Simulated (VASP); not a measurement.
Wanted: the native input for a VASP 6.6.1 run.

```yaml
Task: single point
Functional: PBEsol
Potentials_or_basis: VASP PAW PBE potentials, release 64 (Li_sv, F)
Cutoff: 520 eV
k_mesh: 6 × 6 × 4
Occupations: gaussian, width 0.01 eV
Spin: no spin polarisation
Dipole_correction: no
Further_INCAR_settings: ALGO = Normal; EDIFF = 1e-07; NBANDS = 18
```

The structure of LiF lies in POSCAR:

```
LiF
1.0
    3.0609400000      0.0000000000      0.0000000000
   -1.5304700000      2.6508520000      0.0000000000
    0.0000000000      0.0000000000      4.8073250000
Li F
2 2
Direct
    0.3333333333      0.6666666667      0.3811540000
    0.6666666667      0.3333333333      0.8811540000
    0.3333333333      0.6666666667      0.9938440000
    0.6666666667      0.3333333333      0.4938440000
```

The input as run:

INCAR

```
SYSTEM = LiF
PREC     = Accurate       ! precision mode
ENCUT    = 520            ! plane-wave cutoff, eV
EDIFF    = 1E-7           ! SCF threshold, eV
ISMEAR   = 0              ! smearing method
SIGMA    = 0.01           ! smearing width, eV
LREAL    = .FALSE.        ! projectors in reciprocal space
LASPH    = .TRUE.         ! aspherical terms in the spheres
NELM     = 80             ! most SCF steps
ALGO     = Normal         ! electronic algorithm
ISIF     = 2              ! what is computed and relaxed
LWAVE    = .FALSE.        ! write WAVECAR
LCHARG   = .FALSE.        ! write CHGCAR
GGA      = PS             ! functional
NBANDS   = 18             ! bands
```

KPOINTS

```
Automatic mesh
0
G
  6 6 4
  0 0 0
```

Potentials or basis: VASP PAW PBE potentials, release 64 (Li_sv, F).

Launch:

```sh
$ cat potpaw_PBE.64/Li_sv/POTCAR potpaw_PBE.64/F/POTCAR > POTCAR
$ mpirun -np 1 vasp_std > vasp.out
```

Results of the run:

```yaml
Band_gap_on_the_k_mesh: 7.74 eV
```

Wall time 28 s on 1 thread of AMD EPYC 7R13, with other jobs on the host, peak memory 0.12 GiB.
